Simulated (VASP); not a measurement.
# RbV2 (Fd-3m) in VASP: single point with PBE

Aim: the single point of RbV2 with PBE.

Everything below comes from runs of VASP 6.6.1. Logs are shortened: lines on timing, memory, paths and dates and some standing lists are left out, and cuts for length are marked.

**1. The cell of the first run**

Symmetry: Fd-3m, No. 227, cubic system. The conventional cell has a = 8.648 Å, b = 8.648 Å, c = 8.648 Å, α = 90.00°, β = 90.00°, γ = 90.00°. Rb (site symmetry -43m) has 12 V at 3.59 Å and 4 Rb at 3.74 Å within 4.7 Å. Within 4.0 Å of V (site symmetry -3m) lie 6 V at 3.06 Å and 6 Rb at 3.59 Å.

**2. Single point, PBE, collinear spin, ferromagnetic start**

File INCAR:

```
  PREC = Accurate
  ENCUT = 520
  EDIFF = 1E-6
  ISMEAR = 0
  SIGMA = 0.1
  LREAL = F
  LASPH = T
  NELM = 150
  ALGO = Fast
  ISIF = 2
  LWAVE = F
  LCHARG = T
  ISPIN = 2
  MAGMOM = 0.18 0.18 2.41 2.41 2.41 2.41
  LORBIT = 11
  LMAXMIX = 4
  GGA = PE
  LELF = T
  LVHAR = T
  NBANDS = 48
```

File KPOINTS:

```
Automatic mesh
0
Gamma
  4 4 4
```

File POSCAR:

```
RbV2
1.0
    0.0000000000      4.3240716214      4.3240716214
    4.3240716214      0.0000000000      4.3240716214
    4.3240716214      4.3240716214      0.0000000000
Rb V
2 4
Direct
    0.0000000000      0.0000000000      0.0000000000
    0.2500000000      0.2500000000      0.2500000000
    0.6250000000      0.6250000000      0.6250000000
    0.1250000000      0.6250000000      0.6250000000
    0.6250000000      0.6250000000      0.1250000000
    0.6250000000      0.1250000000      0.6250000000
```

Potentials or basis: VASP PAW PBE potentials, release 64 (Rb_sv, V_sv).

The run is started by

```console
$ cat potpaw_PBE.64/Rb_sv/POTCAR potpaw_PBE.64/V_sv/POTCAR > POTCAR
$ mpirun -np 1 vasp_std > vasp.out
```

OUTCAR:

```text
PREC = Accurate
   ENCUT = 520
   EDIFF = 1E-6
   ISMEAR = 0
   LREAL = F
   LASPH = T
   NELM = 150
   ISIF = 2
   ISPIN = 2
   LORBIT = 11
   GGA = PE

 ion  position               nearest neighbor table
   1  0.000  0.000  0.000-   3 3.59   3 3.59   4 3.59   5 3.59   6 3.59   5 3.59   3 3.59   4 3.59
                             6 3.59   6 3.59   5 3.59   4 3.59   2 3.74   2 3.74   2 3.74   2 3.74
   2  0.250  0.250  0.250-   4 3.59   5 3.59   6 3.59   3 3.59   3 3.59   6 3.59   3 3.59   4 3.59
                             5 3.59   4 3.59   5 3.59   6 3.59   1 3.74   1 3.74   1 3.74   1 3.74
   3  0.625  0.625  0.625-   2 3.59   2 3.59   1 3.59   1 3.59   2 3.59   1 3.59
   4  0.125  0.625  0.625-   1 3.59   2 3.59   2 3.59   2 3.59   1 3.59   1 3.59
   5  0.625  0.625  0.125-   1 3.59   2 3.59   2 3.59   2 3.59   1 3.59   1 3.59
   6  0.625  0.125  0.625-   1 3.59   2 3.59   2 3.59   2 3.59   1 3.59   1 3.59

  LATTYP: Found a face centered cubic cell.
 ALAT       =     8.6481432428

  Lattice vectors:

 A1 = (   0.0000000000,   4.3240716214,   4.3240716214)
 A2 = (   4.3240716214,   0.0000000000,   4.3240716214)
 A3 = (   4.3240716214,   4.3240716214,   0.0000000000)

Analysis of symmetry for initial positions (statically):
=====================================================================
 Subroutine PRICEL returns:
 Original cell was already a primitive cell.

 Routine SETGRP: Setting up the symmetry group for a
 face centered cubic supercell.

 Subroutine GETGRP returns: Found 48 space group operations
 (whereof 24 operations were pure point group operations)
 out of a pool of 48 trial point group operations.

The static configuration has the point symmetry T_d .
 The point group associated with its full space group is O_h .

Analysis of symmetry for dynamics (positions and initial velocities):
=====================================================================
 Subroutine PRICEL returns:
 Original cell was already a primitive cell.

 Routine SETGRP: Setting up the symmetry group for a
 face centered cubic supercell.

 Subroutine GETGRP returns: Found 48 space group operations
 (whereof 24 operations were pure point group operations)
 out of a pool of 48 trial point group operations.

The dynamic configuration has the point symmetry T_d .
 The point group associated with its full space group is O_h .

Analysis of structural, dynamic, and magnetic symmetry:
=====================================================================
 Subroutine PRICEL returns:
 Original cell was already a primitive cell.

 Routine SETGRP: Setting up the symmetry group for a
 face centered cubic supercell.

 Subroutine GETGRP returns: Found 48 space group operations
 (whereof 24 operations were pure point group operations)
 out of a pool of 48 trial point group operations.

The overall configuration has the point symmetry T_d .
 The point group associated with its full space group is O_h .

 Subroutine INISYM returns: Found 48 space group operations
 (whereof 24 operations are pure point group operations),
 and found     1 'primitive' translations

----------------------------------------------------------------------------------------

                                     Primitive cell

  volume of cell :     161.6995

  direct lattice vectors                    reciprocal lattice vectors
     0.000000000  4.324071621  4.324071621    -0.115631757  0.115631757  0.115631757
     4.324071621  0.000000000  4.324071621     0.115631757 -0.115631757  0.115631757
     4.324071621  4.324071621  0.000000000     0.115631757  0.115631757 -0.115631757

  length of vectors
     6.115160732  6.115160732  6.115160732     0.200280079  0.200280079  0.200280079

  position of ions in fractional coordinates (direct lattice)
     0.000000000  0.000000000  0.000000000
     0.250000000  0.250000000  0.250000000
     0.625000000  0.625000000  0.625000000
     0.125000000  0.625000000  0.625000000
     0.625000000  0.625000000  0.125000000
     0.625000000  0.125000000  0.625000000

  ion indices of the primitive-cell ions
   primitive index   ion index
                 1           1
                 2           2
                 3           3
                 4           4
                 5           5
                 6           6

----------------------------------------------------------------------------------------

 KPOINTS: Automatic mesh

Automatic generation of k-mesh.
[... 37 lines left out ...]
   NGX,Y,Z   is equivalent  to a cutoff of  13.05, 13.05, 13.05 a.u.
   NGXF,Y,Z  is equivalent  to a cutoff of  26.10, 26.10, 26.10 a.u.
 SYSTEM =  unknown system
   PREC   = accura    normal or accurate (medium, high low for compatibility)
   ISTART =      0    job   : 0-new  1-cont  2-samecut
   ICHARG =      2    charge: 1-file 2-atom 10-const
   ISPIN  =      2    spin polarized calculation?
   LNONCOLLINEAR =      F non collinear calculations
   LSORBIT =      F    spin-orbit coupling
   LASPH  =      T    aspherical Exc in radial PAW
   ENCUT  =  520.0 eV  38.22 Ry    6.18 a.u.  11.37 11.37 11.37*2*pi/ulx,y,z
   NELM   =    150;   NELMIN=  2; NELMDL= -5     # of ELM steps
   EDIFF  = 0.1E-05   stopping-criterion for ELM
   LREAL  =      F    real-space projection
   EDIFFG = 0.1E-04   stopping-criterion for IOM
   NSW    =      0    number of steps for IOM
   IBRION =     -1    ionic relax: 0-MD 1-quasi-New 2-CG
   NFREE  =      0    steps in history (QN), initial steepest desc. (CG)
   ISIF   =      2    stress and relaxation
   ISYM   =      2    0-nonsym 1-usesym 2-fastsym
   POTIM  = 0.5000    time-step for ionic-motion
   TEBEG  =    0.0;   TEEND  =   0.0 temperature during run
   PSTRESS=    0.0 pullay stress
   NELECT =      70.0000    total number of electrons
   NUPDOWN=      -1.0000    fix difference up-down
   EMIN   =  10.00;   EMAX   =-10.00  energy-range for DOS
   EFERMI =   0.00;   METHOD = LEGACY
   ISMEAR =     0;   SIGMA  =   0.10  broadening in eV -4-tet -1-fermi 0-gaus
   EFERMI_NEDOS =   21; number of points for ismear=-14 and -15
   IALGO  =     68    algorithm
   IMIX   =      4    mixing-type and parameters
     AMIX     =   0.40;   BMIX     =  1.00
     AMIX_MAG =   1.60;   BMIX_MAG =  1.00
  volume/ion in A,a.u.               =      26.95       181.87
  Fermi-wavevector in a.u.,A,eV,Ry     =   1.238430  2.340292 20.867360  1.533708
  Thomas-Fermi vector in A             =   2.372955
   LORBIT       =     11    0 simple, 1 ext, 2 COOP (PROOUT), +10 PAW based schemes
   GGA     = PE    functional components
   LHFCALC =     F    Hartree Fock is set to
   AEXX    =    0.0000 exact exchange contribution
   IVDW    =     0    specifies the selected vdW correction
   LEPSILON=     F    determine dielectric tensor
   LRPA    =     F    only Hartree local field effects (RPA)
 spin polarized calculation
 RMM-DIIS sequential band-by-band and
 Gauss-broadening in eV      SIGMA  =   0.10
  energy-cutoff  :      520.00
  volume of cell :      161.70
 maximum number of plane-waves:      4379
 NGX is ok and might be reduce to    48
   NGX = 23   NGY = 23   NGZ = 23

 number of electron      70.0000025 magnetization       9.2168595

 number of electron      70.0000029 magnetization      13.9572914

 Free energy of the ion-electron system (eV)
  ---------------------------------------------------
  ext. energy  EPLUGINS =         0.00000000
  ---------------------------------------------------
  free energy    TOTEN  =       -28.17737808 eV

  energy without entropy =      -28.11501350  energy(sigma->0) =      -28.14619579

 E-fermi :   3.8159     XC(G=0):  -9.3306

 val. band max:        3.8094876903   @ k =   0.5000   0.2500   0.0000
 cond. band min:       3.8429910589   @ k =  -0.2500   0.2500   0.0000
 fundamental gap:      0.0335033686
 Fermi energy:         3.8159252808

 spin component 1

 k-point     1 :       0.0000    0.0000    0.0000
  band No.  band energies     occupation
      1     -61.2206      1.00000
      2     -61.1979      1.00000
      3     -61.1979      1.00000
      4     -61.1979      1.00000
      5     -35.1669      1.00000
      6     -35.1225      1.00000
[... 389 lines left out ...]
     46       4.2100      0.00000
     47       4.7034      0.00000
 Fermi energy:         3.8159252808

 spin component 2

 k-point     1 :       0.0000    0.0000    0.0000
  band No.  band energies     occupation
      1     -58.6923      1.00000
      2     -58.6682      1.00000
      3     -58.6682      1.00000
      4     -58.6682      1.00000
      5     -32.9266      1.00000
      6     -32.7528      1.00000
[... 389 lines left out ...]
     46       6.4676      0.00000
     47       6.8474      0.00000
 [bands above 47 left out]

------------------------ aborting loop because EDIFF is reached ----------------------------------------

  FORCE on cell =-STRESS in cart. coord.  units (eV):
  Direction    XX          YY          ZZ          XY          YZ          ZX
  --------------------------------------------------------------------------------------
  -------------------------------------------------------------------------------------
  Total        0.4080664      0.4080664      0.4080664      0.0000000     -0.0000000      0.0000000
  in kB        4.0432701      4.0432701      4.0432701      0.0000000     -0.0000000      0.0000000
  external PRESSURE =       4.0432701 kB  Pullay stress =       0.0000000 kB

 VOLUME and BASIS-vectors are now :
 -----------------------------------------------------------------------------
  energy-cutoff  :      520.00
  volume of cell :      161.70
      direct lattice vectors                 reciprocal lattice vectors
     0.000000000  4.324071621  4.324071621    -0.115631757  0.115631757  0.115631757
     4.324071621  0.000000000  4.324071621     0.115631757 -0.115631757  0.115631757
     4.324071621  4.324071621  0.000000000     0.115631757  0.115631757 -0.115631757

 POSITION                                       TOTAL-FORCE (eV/Angst)
 -----------------------------------------------------------------------------------
      0.00000      0.00000      0.00000         0.000000      0.000000      0.000000
      2.16204      2.16204      2.16204        -0.000000     -0.000000     -0.000000
      5.40509      5.40509      5.40509         0.000000     -0.000000     -0.000000
      5.40509      3.24305      3.24305         0.000000     -0.000000     -0.000000
      3.24305      3.24305      5.40509         0.000000      0.000000     -0.000000
      3.24305      5.40509      3.24305         0.000000     -0.000000     -0.000000
 -----------------------------------------------------------------------------------
    total drift:                                0.000000      0.000000      0.000000

  FREE ENERGIE OF THE ION-ELECTRON SYSTEM (eV)
  ---------------------------------------------------
  free  energy   TOTEN  =       -28.1773780783 eV

  energy  without entropy=      -28.1150135000  energy(sigma->0) =      -28.14619579

 total charge

# of ion       s       p       d       tot
------------------------------------------
    1        1.973   5.300   0.069   7.343
    2        1.973   5.300   0.069   7.343
    3        2.291   6.066   2.951  11.308
    4        2.291   6.066   2.951  11.308
    5        2.291   6.066   2.951  11.308
    6        2.291   6.066   2.951  11.308
--------------------------------------------------
tot         13.109  34.863  11.945  59.917

 magnetization (x)

# of ion       s       p       d       tot
------------------------------------------
    1        0.002   0.055   0.027   0.084
    2        0.002   0.055   0.027   0.084
    3        0.035   0.060   2.532   2.626
    4        0.035   0.060   2.532   2.626
    5        0.035   0.060   2.532   2.626
    6        0.035   0.060   2.532   2.626
--------------------------------------------------
tot          0.143   0.349  10.183  10.675
```

Run time: 4.5 min. Hardware: 1 thread of AMD EPYC 7R43 (Zen 3), shared host; peak memory 0.4 GiB.

What came out:

| Property | Result |
| --- | --- |
| Free energy | -28.1774 eV |
| Pressure | 0.4 GPa |
| Net moment | 13.96 μB per cell |
| Site moments | Rb +0.08; V +2.63 μB |
| Valence electrons inside the program's atomic spheres | Rb 7.34; V 11.31 |
